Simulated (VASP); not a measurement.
A run of VASP 6.6.1 is set up as follows.

The input INCAR:

```
PREC     = Accurate       # precision mode
ENCUT    = 750            # plane-wave cutoff, eV
EDIFF    = 1E-6           # SCF threshold, eV
ISMEAR   = 0              # smearing method
SIGMA    = 0.01           # smearing width, eV
LREAL    = False          # projectors in reciprocal space
LASPH    = True           # aspherical terms in the spheres
NELM     = 120            # most SCF steps
ALGO     = Normal         # electronic algorithm
ISIF     = 2              # what is computed and relaxed
LWAVE    = False          # write WAVECAR
LCHARG   = True           # write CHGCAR
GGA      = PE             # functional
LELF     = True           # ELF
LVHAR    = True         
NBANDS   = 13             # bands
GGA_COMPAT= False
```

KPOINTS

```
regular mesh
0
Gamma
  6 6 6
```

The input POSCAR:

```
Li2O
1.0
    0.0000000000      2.3278232665      2.3278232665
    2.3278232665      0.0000000000      2.3278232665
    2.3278232665      2.3278232665      0.0000000000
Li O
2 1
Direct
    0.2500000000      0.2500000000      0.2500000000
    0.7500000000      0.7500000000      0.7500000000
    0.0000000000      0.0000000000      0.0000000000
```

Potentials or basis: VASP PAW PBE potentials, release 64 (Li_sv, O).

Command:

```sh
$ cat potpaw_PBE.64/Li_sv/POTCAR potpaw_PBE.64/O/POTCAR > POTCAR
$ mpirun -np 1 vasp_std > vasp.out
```

(1) What does it give for the pressure?

(2) Estimate the band gap on the k mesh.

Results:

(1) -1.8 GPa.

(2) 4.93 eV, indirect (least direct gap 5.10 eV).
